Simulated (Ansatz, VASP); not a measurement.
One calculation of Al2Cu, two programs

```xyz
3
Lattice="4.0250 0.0000 0.0000 0.0000 4.0250 0.0000 0.0000 0.0000 3.0386" Properties=species:S:1:pos:R:3 pbc="T T T"
Al    2.0125    0.0000    1.5193
Al    0.0000    2.0125    1.5193
Cu    0.0000    0.0000    0.0000
```

Alike in both runs: task single point; functional PBE; k mesh 10 × 10 × 14; occupations gaussian, width 0.15 eV; no spin polarisation.

|  | VASP | Ansatz |
| --- | --- | --- |
| version | VASP 6.6.1 | Ansatz 0.2.0 |
| potentials or method | VASP PAW PBE potentials, release 64 (Al, Cu), cutoff 520 eV | scalar-relativistic, plane waves, PAW |
| valence electrons in the cell | 17 | 25 |

```tsv
	VASP	Ansatz	Ansatz less VASP
gap on the k mesh at the Fermi level (eV)	none	none	-
pressure (GPa)	0.1	0.0	-0.10
traceless stress, the component that is largest in VASP (GPa)	-4.24	-4.28	-0.041
```

A gap of «none» marks a metal or a gap that the smearing closes. VASP's potentials hold 17 valence electrons a cell and Ansatz's 25, so a difference there can come from the potentials and not from the codes.
